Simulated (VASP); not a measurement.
# Ti (I4/mmm) in VASP: a series of runs

Ti is run at these levels: PBE; tasks: electric field gradients.

Everything below comes from runs of VASP 6.6.1. Logs are shortened: lines on timing, memory, paths and dates and some standing lists are left out, and cuts for length are marked.

## Step 1: The cell of the first run

It takes space group I4/mmm (No. 139, tetragonal). Conventional cell: a = 2.871 Å, b = 2.871 Å, c = 4.101 Å, α = 90.00°, β = 90.00°, γ = 90.00°. Ti (site symmetry 4/mmm) has 12 Ti at 2.87 to 2.89 Å within 3.8 Å.

This isn't the form of Ti at room conditions, which is hcp.

## Step 2: Electric field gradients, PBE (zz strain of +1 %)

INCAR reads:

```
PREC = Accurate
ENCUT = 400
EDIFF = 1E-8
ISMEAR = -1
SIGMA = 0.05
LREAL = F
LASPH = T
NELM = 120
ALGO = Normal
ISIF = 2
LWAVE = F
LCHARG = F
GGA = PE
LEFG = T
NBANDS = 12
GGA_COMPAT = F
```

KPOINTS reads:

```
regular mesh
0
Gamma
  15 15 15
```

POSCAR reads:

```
Ti
1.0
    0.0000000000      2.0300000000      2.0503000000
    2.0300000000      0.0000000000      2.0503000000
    2.0300000000      2.0300000000      0.0000000000
Ti
1
Direct
    0.0000000000      0.0000000000      0.0000000000
```

Potentials or basis: VASP PAW PBE potentials, release 64 (Ti_sv).

On the command line:

```bash
$ cat potpaw_PBE.64/Ti_sv/POTCAR > POTCAR
$ mpirun -np 1 vasp_std > vasp.out
```

OUTCAR:

```text
PREC = Accurate
   ENCUT = 400
   EDIFF = 1E-8
   ISMEAR = -1
   LREAL = F
   LASPH = T
   NELM = 120
   ISIF = 2
   GGA = PE

 ion  position               nearest neighbor table
   1  0.000  0.000  0.000-

  LATTYP: Found a body centered tetragonal cell.
 ALAT       =     2.8708535316
 C/A-ratio  =     1.4283556980

  Lattice vectors:

 A1 = (  -2.0300000000,   0.0000000000,   2.0503000000)
 A2 = (   2.0300000000,   0.0000000000,   2.0503000000)
 A3 = (   0.0000000000,   2.0300000000,  -2.0503000000)

Analysis of symmetry for initial positions (statically):
=====================================================================
 Subroutine PRICEL returns:
 Original cell was already a primitive cell.

 Routine SETGRP: Setting up the symmetry group for a
 body centered tetragonal supercell.

 Subroutine GETGRP returns: Found 16 space group operations
 (whereof 16 operations were pure point group operations)
 out of a pool of 16 trial point group operations.

The static configuration has the point symmetry D_4h.

Analysis of symmetry for dynamics (positions and initial velocities):
=====================================================================
 Subroutine PRICEL returns:
 Original cell was already a primitive cell.

 Routine SETGRP: Setting up the symmetry group for a
 body centered tetragonal supercell.

 Subroutine GETGRP returns: Found 16 space group operations
 (whereof 16 operations were pure point group operations)
 out of a pool of 16 trial point group operations.

The dynamic configuration has the point symmetry D_4h.

 Subroutine INISYM returns: Found 16 space group operations
 (whereof 16 operations are pure point group operations),
 and found     1 'primitive' translations

----------------------------------------------------------------------------------------

                                     Primitive cell

  volume of cell :      16.8982

  direct lattice vectors                    reciprocal lattice vectors
     0.000000000  2.030000000  2.050300000    -0.246305419  0.246305419  0.243866751
     2.030000000  0.000000000  2.050300000     0.246305419 -0.246305419  0.243866751
     2.030000000  2.030000000  0.000000000     0.246305419  0.246305419 -0.243866751

[... 124 lines left out ...]
  free energy    TOTEN  =        -7.77307633 eV

  energy without entropy =       -7.75934217  energy(sigma->0) =       -7.76620925

 E-fermi :   8.5210     XC(G=0): -11.6293

 val. band max:        8.5155550122   @ k =   0.2667   0.0667   0.0000
 cond. band min:       8.5220109652   @ k =   0.2667  -0.0000   0.0667
 fundamental gap:      0.0064559530
 Fermi energy:         8.5209820255

 k-point     1 :       0.0000    0.0000    0.0000
  band No.  band energies     occupation
      1     -48.1390      2.00000
      2     -23.9760      2.00000
      3     -23.9735      2.00000
      4     -23.9735      2.00000
      5       2.3865      2.00000
      6       9.3560      0.00000
      7       9.4362      0.00000
      8       9.4362      0.00000
      9      11.0540      0.00000
     10      11.1492      0.00000
     11      23.9185      0.00000
     12      28.3660      0.00000
[... 331 lines left out ...]
 k-point    24 :       0.2000    0.1333    0.0000
  band No.  band energies     occupation
      1     -48.0914      2.00000
      2     -24.1822      2.00000
      3     -24.0359      2.00000
      4     -24.0317      2.00000
      5       3.6165      2.00000
      6       8.5693      0.55147
      7       9.8640      0.00000
      8       9.9611      0.00000
      9      10.4007      0.00000
     10      11.3936      0.00000
     11      24.4745      0.00000
     12      25.1746      0.00000

 [... further k-points ...]

------------------------ aborting loop because EDIFF is reached ----------------------------------------

  FORCE on cell =-STRESS in cart. coord.  units (eV):
  Direction    XX          YY          ZZ          XY          YZ          ZX
  --------------------------------------------------------------------------------------
  -------------------------------------------------------------------------------------
  Total        0.2440642      0.2440642      0.2034722      0.0000000      0.0000000     -0.0000000
  in kB       23.1406278     23.1406278     19.2919556      0.0000000      0.0000000     -0.0000000
  external PRESSURE =      21.8577371 kB  Pullay stress =       0.0000000 kB

 VOLUME and BASIS-vectors are now :
 -----------------------------------------------------------------------------
  energy-cutoff  :      400.00
  volume of cell :       16.90
      direct lattice vectors                 reciprocal lattice vectors
     0.000000000  2.030000000  2.050300000    -0.246305419  0.246305419  0.243866751
     2.030000000  0.000000000  2.050300000     0.246305419 -0.246305419  0.243866751
     2.030000000  2.030000000  0.000000000     0.246305419  0.246305419 -0.243866751

 POSITION                                       TOTAL-FORCE (eV/Angst)
 -----------------------------------------------------------------------------------
      0.00000      0.00000      0.00000         0.000000     -0.000000      0.000000
 -----------------------------------------------------------------------------------
    total drift:                                0.000000      0.000000      0.000000

  FREE ENERGIE OF THE ION-ELECTRON SYSTEM (eV)
  ---------------------------------------------------
  free  energy   TOTEN  =        -7.7730763257 eV

  energy  without entropy=       -7.7593421698  energy(sigma->0) =       -7.76620925

 Electric field gradients (V/A^2)
---------------------------------------------------------------------
 ion       V_xx      V_yy      V_zz      V_xy      V_xz      V_yz
---------------------------------------------------------------------
   1       0.434     0.434    -0.867     0.001     0.000     0.000
---------------------------------------------------------------------

 Electric field gradients after diagonalization (V/A^2)
 (convention: |V_zz| > |V_xx| > |V_yy|)
----------------------------------------------------------------------
 ion       V_xx      V_yy      V_zz     asymmetry (V_yy - V_xx)/ V_zz
----------------------------------------------------------------------
   1       0.435     0.433    -0.867       0.002
----------------------------------------------------------------------

           NMR quadrupolar parameters

 Cq : quadrupolar parameter    Cq=e*Q*V_zz/h
 eta: asymmetry parameters     (V_yy - V_xx)/ V_zz
 Q  : nuclear electric quadrupole moment in mb (millibarn)
----------------------------------------------------------------------
 ion       Cq(MHz)       eta       Q (mb)
----------------------------------------------------------------------
   1      -0.002       0.002       1.000
----------------------------------------------------------------------
```

OSZICAR:

```text
N       E                     dE             d eps       ncg     rms          rms(c)
DAV:   1     0.763879701073E+02    0.76388E+02   -0.56872E+03  7008   0.103E+03
DAV:   2    -0.519444921102E+01   -0.81582E+02   -0.79418E+02  7048   0.271E+02
DAV:   3    -0.866526982903E+01   -0.34708E+01   -0.34368E+01  8984   0.590E+01
DAV:   4    -0.875140896876E+01   -0.86139E-01   -0.86068E-01  7860   0.810E+00
DAV:   5    -0.875373296458E+01   -0.23240E-02   -0.23240E-02  8204   0.115E+00    0.854E+00
DAV:   6    -0.778097020835E+01    0.97276E+00   -0.19727E+00  7552   0.211E+01    0.228E+00
DAV:   7    -0.776463392142E+01    0.16336E-01   -0.98179E-02  8468   0.373E+00    0.129E+00
DAV:   8    -0.777286929909E+01   -0.82354E-02   -0.34559E-02  7160   0.235E+00    0.150E-01
DAV:   9    -0.777306362552E+01   -0.19433E-03   -0.31800E-03  8600   0.629E-01    0.747E-02
DAV:  10    -0.777309483530E+01   -0.31210E-04   -0.17834E-04  7384   0.157E-01    0.169E-02
DAV:  11    -0.777307692654E+01    0.17909E-04   -0.13440E-05  8328   0.487E-02    0.953E-03
DAV:  12    -0.777307616436E+01    0.76218E-06   -0.17274E-06  7560   0.169E-02    0.106E-03
DAV:  13    -0.777307639484E+01   -0.23048E-06   -0.19703E-07  9180   0.307E-03    0.121E-03
DAV:  14    -0.777307633349E+01    0.61354E-07   -0.19214E-08  7280   0.164E-03    0.323E-04
DAV:  15    -0.777307632572E+01    0.77630E-08   -0.29526E-09  4108   0.707E-04
   1 F= -.77730763E+01 E0= -.77662092E+01  d E =-.137342E-01
```

It took 74 s on 1 thread of Intel Xeon 8259CL, shared host; peak memory 0.15 GiB.

Results:

- Free energy: -7.7731 eV
- Pressure: 2.2 GPa
- Band gap on the k mesh: zero (bands 6 and 7 overlap by 1.14 eV)
- Largest electric field gradient by atom: Ti -0.9 V/Å²

Stress tensor (GPa, compression positive):
```
2.31 0.00 0.00
0.00 2.31 0.00
0.00 0.00 1.93
```

Levels at points of the mesh, in eV from the Fermi level:
| k point | band 3 | band 4 | band 5 | band 6 | band 7 | band 8 | band 9 | band 10 |
| --- | --- | --- | --- | --- | --- | --- | --- | --- |
| (0.00, 0.00, 0.00) | -32.49 | -32.49 | -6.13 | 0.84 | 0.92 | 0.92 | 2.53 | 2.63 |

Electric field gradients, principal values (V/Å²):
```tsv
atom	least	middle	greatest (by size)
1 Ti	0.433	0.435	-0.867
```

Caveat: the cell differs from its parent crystal (zz strain of +1 %); without QUAD_EFG the Cq values of the log hold for a quadrupole moment of 1 mb, not for the nuclei.

## Step 3: Electric field gradients, PBE (zz strain of +2 %)

INCAR reads:

```
SYSTEM = Ti
ALGO = Normal
EDIFF = 1E-8
ENCUT = 400
GGA = PE
GGA_COMPAT = .FALSE.
ISIF = 2
ISMEAR = -1
LASPH = .TRUE.
LCHARG = .FALSE.
LEFG = .TRUE.
LREAL = .FALSE.
LWAVE = .FALSE.
NBANDS = 12
NELM = 120
PREC = Accurate
SIGMA = 0.05
```

KPOINTS reads:

```
k-points
0
G
  15 15 15
  0 0 0
```

POSCAR reads:

```
Ti
1.0
    0.0000000000      2.0300000000      2.0706000000
    2.0300000000      0.0000000000      2.0706000000
    2.0300000000      2.0300000000      0.0000000000
Ti
1
Direct
    0.0000000000      0.0000000000      0.0000000000
```

Potentials or basis: VASP PAW PBE potentials, release 64 (Ti_sv).

On the command line:

```bash
$ cat potpaw_PBE.64/Ti_sv/POTCAR > POTCAR
$ mpirun -np 1 vasp_std > vasp.out
```

OUTCAR:

```text
SYSTEM = Ti
   EDIFF = 1E-8
   ENCUT = 400
   GGA = PE
   ISIF = 2
   ISMEAR = -1
   LASPH = .TRUE.
   LREAL = .FALSE.
   NELM = 120
   PREC = Accurate

 ion  position               nearest neighbor table
   1  0.000  0.000  0.000-

  LATTYP: Found a body centered tetragonal cell.
 ALAT       =     2.8708535316
 C/A-ratio  =     1.4424978336

  Lattice vectors:

 A1 = (  -2.0300000000,   0.0000000000,   2.0706000000)
 A2 = (   2.0300000000,   0.0000000000,   2.0706000000)
 A3 = (   0.0000000000,   2.0300000000,  -2.0706000000)

Analysis of symmetry for initial positions (statically):
=====================================================================
 Subroutine PRICEL returns:
 Original cell was already a primitive cell.

 Routine SETGRP: Setting up the symmetry group for a
 body centered tetragonal supercell.

 Subroutine GETGRP returns: Found 16 space group operations
 (whereof 16 operations were pure point group operations)
 out of a pool of 16 trial point group operations.
[... 540 lines left out ...]
 -----------------------------------------------------------------------------
  energy-cutoff  :      400.00
  volume of cell :       17.07
      direct lattice vectors                 reciprocal lattice vectors
     0.000000000  2.030000000  2.070600000    -0.246305419  0.246305419  0.241475901
     2.030000000  0.000000000  2.070600000     0.246305419 -0.246305419  0.241475901
     2.030000000  2.030000000  0.000000000     0.246305419  0.246305419 -0.241475901

 POSITION                                       TOTAL-FORCE (eV/Angst)
 -----------------------------------------------------------------------------------
      0.00000      0.00000      0.00000         0.000000      0.000000      0.000000
 -----------------------------------------------------------------------------------
    total drift:                                0.000000      0.000000      0.000000

  FREE ENERGIE OF THE ION-ELECTRON SYSTEM (eV)
  ---------------------------------------------------
  free  energy   TOTEN  =        -7.7752550345 eV

  energy  without entropy=       -7.7613684456  energy(sigma->0) =       -7.76831174

 Electric field gradients (V/A^2)
---------------------------------------------------------------------
 ion       V_xx      V_yy      V_zz      V_xy      V_xz      V_yz
---------------------------------------------------------------------
   1       0.999     0.999    -1.999     0.001     0.000     0.000
---------------------------------------------------------------------

 Electric field gradients after diagonalization (V/A^2)
 (convention: |V_zz| > |V_xx| > |V_yy|)
----------------------------------------------------------------------
 ion       V_xx      V_yy      V_zz     asymmetry (V_yy - V_xx)/ V_zz
----------------------------------------------------------------------
   1       1.001     0.998    -1.999       0.001
----------------------------------------------------------------------

           NMR quadrupolar parameters

 Cq : quadrupolar parameter    Cq=e*Q*V_zz/h
 eta: asymmetry parameters     (V_yy - V_xx)/ V_zz
 Q  : nuclear electric quadrupole moment in mb (millibarn)
----------------------------------------------------------------------
 ion       Cq(MHz)       eta       Q (mb)
----------------------------------------------------------------------
   1      -0.005       0.001       1.000
----------------------------------------------------------------------
```

It took 73 s on 1 thread of Intel Xeon 8259CL, shared host; peak memory 0.15 GiB.

Results:

```yaml
Free_energy: -7.7753 eV
Pressure: 1.1 GPa
Band_gap_on_the_k_mesh: zero (bands 6 and 7 overlap by 1.10 eV)
Largest_electric_field_gradient_by_atom: Ti -2.0 V/Å²
```

Levels at points of the mesh, in eV from the Fermi level:
```csv
k point,band 4,band 5,band 6,band 7,band 8,band 9
"(0.00, 0.00, 0.00)",-32.52,-6.11,0.78,0.94,0.94,2.46
```

Electric field gradients, principal values (V/Å²):
| atom | least | middle | greatest (by size) |
| --- | --- | --- | --- |
| 1 Ti | 0.998 | 1.001 | -1.999 |

Caveat: the cell differs from its parent crystal (zz strain of +2 %); without QUAD_EFG the Cq values of the log hold for a quadrupole moment of 1 mb, not for the nuclei.

## Step 4: Electric field gradients, PBE (zz strain of +2 %)

INCAR reads:

```
PREC     = Accurate       # precision mode
ENCUT    = 400            # plane-wave cutoff, eV
EDIFF    = 1E-8           # SCF threshold, eV
ISMEAR   = -1             # smearing method
SIGMA    = 0.05           # smearing width, eV
LREAL    = False          # projectors in reciprocal space
LASPH    = True           # aspherical terms in the spheres
NELM     = 120            # most SCF steps
ALGO     = Normal         # electronic algorithm
ISIF     = 2              # what is computed and relaxed
LWAVE    = False          # write WAVECAR
LCHARG   = False          # write CHGCAR
GGA      = PE             # functional
LEFG     = True         
NBANDS   = 12             # bands
GGA_COMPAT= False
```

KPOINTS reads:

```
Automatic mesh
0
Gamma
  15 15 15
```

POSCAR is that of step 3.

Potentials or basis: VASP PAW PBE potentials, release 64 (Ti_sv).

On the command line:

```bash
$ cat potpaw_PBE.64/Ti_sv/POTCAR > POTCAR
$ mpirun -np 1 vasp_std > vasp.out
```

OUTCAR:

```text
PREC = Accurate
   ENCUT = 400
   EDIFF = 1E-8
   ISMEAR = -1
   LREAL = False
   LASPH = True
   NELM = 120
   ISIF = 2
   GGA = PE

 ion  position               nearest neighbor table
   1  0.000  0.000  0.000-

  LATTYP: Found a body centered tetragonal cell.
 ALAT       =     2.8708535316
 C/A-ratio  =     1.4424978336

  Lattice vectors:

 A1 = (  -2.0300000000,   0.0000000000,   2.0706000000)
 A2 = (   2.0300000000,   0.0000000000,   2.0706000000)
 A3 = (   0.0000000000,   2.0300000000,  -2.0706000000)

Analysis of symmetry for initial positions (statically):
=====================================================================
 Subroutine PRICEL returns:
 Original cell was already a primitive cell.

 Routine SETGRP: Setting up the symmetry group for a
 body centered tetragonal supercell.

 Subroutine GETGRP returns: Found 16 space group operations
[... 540 lines left out ...]

 VOLUME and BASIS-vectors are now :
 -----------------------------------------------------------------------------
  energy-cutoff  :      400.00
  volume of cell :       17.07
      direct lattice vectors                 reciprocal lattice vectors
     0.000000000  2.030000000  2.070600000    -0.246305419  0.246305419  0.241475901
     2.030000000  0.000000000  2.070600000     0.246305419 -0.246305419  0.241475901
     2.030000000  2.030000000  0.000000000     0.246305419  0.246305419 -0.241475901

 POSITION                                       TOTAL-FORCE (eV/Angst)
 -----------------------------------------------------------------------------------
      0.00000      0.00000      0.00000         0.000000      0.000000      0.000000
 -----------------------------------------------------------------------------------
    total drift:                                0.000000      0.000000      0.000000

  FREE ENERGIE OF THE ION-ELECTRON SYSTEM (eV)
  ---------------------------------------------------
  free  energy   TOTEN  =        -7.7752550345 eV

  energy  without entropy=       -7.7613684456  energy(sigma->0) =       -7.76831174

 Electric field gradients (V/A^2)
---------------------------------------------------------------------
 ion       V_xx      V_yy      V_zz      V_xy      V_xz      V_yz
---------------------------------------------------------------------
   1       0.999     0.999    -1.999     0.001     0.000     0.000
---------------------------------------------------------------------

 Electric field gradients after diagonalization (V/A^2)
 (convention: |V_zz| > |V_xx| > |V_yy|)
----------------------------------------------------------------------
 ion       V_xx      V_yy      V_zz     asymmetry (V_yy - V_xx)/ V_zz
----------------------------------------------------------------------
   1       1.001     0.998    -1.999       0.001
----------------------------------------------------------------------

           NMR quadrupolar parameters

 Cq : quadrupolar parameter    Cq=e*Q*V_zz/h
 eta: asymmetry parameters     (V_yy - V_xx)/ V_zz
 Q  : nuclear electric quadrupole moment in mb (millibarn)
----------------------------------------------------------------------
 ion       Cq(MHz)       eta       Q (mb)
----------------------------------------------------------------------
   1      -0.005       0.001       1.000
----------------------------------------------------------------------
```

stdout:

```text
POSCAR found type information on POSCAR Ti
 POSCAR found :  1 types and       1 ions
 scaLAPACK will be used
 LDA part: xc-table for (Slater+PW92), standard interpolation
 POSCAR, INCAR and KPOINTS ok, starting setup
 FFT: planning ... GRIDC
 FFT: planning ... GRID_SOFT
 FFT: planning ... GRID
 WAVECAR not read
 entering main loop
ion   1
```

It took 66 s on 1 thread of Intel Xeon 8259CL, shared host; peak memory 0.15 GiB.

What came out:

- Free energy: -7.7753 eV
- Pressure: 1.1 GPa
- Band gap on the k mesh: zero (bands 6 and 7 overlap by 1.10 eV)
- Largest electric field gradient by atom: Ti -2.0 V/Å²

Stress tensor (GPa, compression positive):
```
1.29 0.00 0.00
0.00 1.29 0.00
0.00 0.00 0.59
```

Electric field gradients, principal values (V/Å²):
```csv
atom,least,middle,greatest (by size)
1 Ti,0.998,1.001,-1.999
```

Caveat: the cell differs from its parent crystal (zz strain of +2 %); without QUAD_EFG the Cq values of the log hold for a quadrupole moment of 1 mb, not for the nuclei.

(Part 1 of 2 ends here.)
